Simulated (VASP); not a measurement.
Input of a VASP 6.6.1 run:

The input INCAR:

```
SYSTEM = Na
PREC = Accurate
ENCUT = 500
EDIFF = 1E-7
ISMEAR = -1
SIGMA = 0.05
LREAL = .FALSE.
LASPH = .TRUE.
NELM = 120
ALGO = Normal
ISIF = 3
LWAVE = .FALSE.
LCHARG = .FALSE.
GGA = PS
IBRION = 2
NSW = 80
EDIFFG = -0.02
GGA_COMPAT = .FALSE.
NELMIN = 4
```

KPOINTS

```
Automatic mesh
0
G
  6 6 6
  0 0 0
```

The input POSCAR:

```
Na
1.0
    3.5100000000      0.0000000000      0.0000000000
    0.0000000000      3.5100000000      0.0000000000
    0.0000000000      0.0000000000      3.5100000000
Na
1
Direct
    0.0000000000      0.0000000000      0.0000000000
```

Potentials or basis: VASP PAW PBE potentials, release 64 (Na_pv).

Command:

```console
$ cat potpaw_PBE.64/Na_pv/POTCAR > POTCAR
$ mpirun -np 1 vasp_std > vasp.out
```

Task: What does it give for the relaxed cell?

Result: a = 3.389 Å, b = 3.389 Å, c = 3.389 Å, α = 90.00°, β = 90.00°, γ = 90.00°.

Task: Estimate the space group after relaxing (to 0.05 Å).

Result: Pm-3m (No. 221).

Task: Estimate the relaxed volume.

Result: 38.94 Å³/atom.

Step by step:
```csv
step,energy change (eV),largest force (eV/Å),pressure (GPa),volume (Å³)
1,0.0000,0.0000,-0.54,43.24
2,-0.0028,0.0000,-0.45,42.34
3,-0.0073,0.0000,-0.11,39.72
4,-0.0075,0.0000,0.02,38.94
```

Caveat: the PAW data sets were made with another functional, which shifts forces and pressure a little.
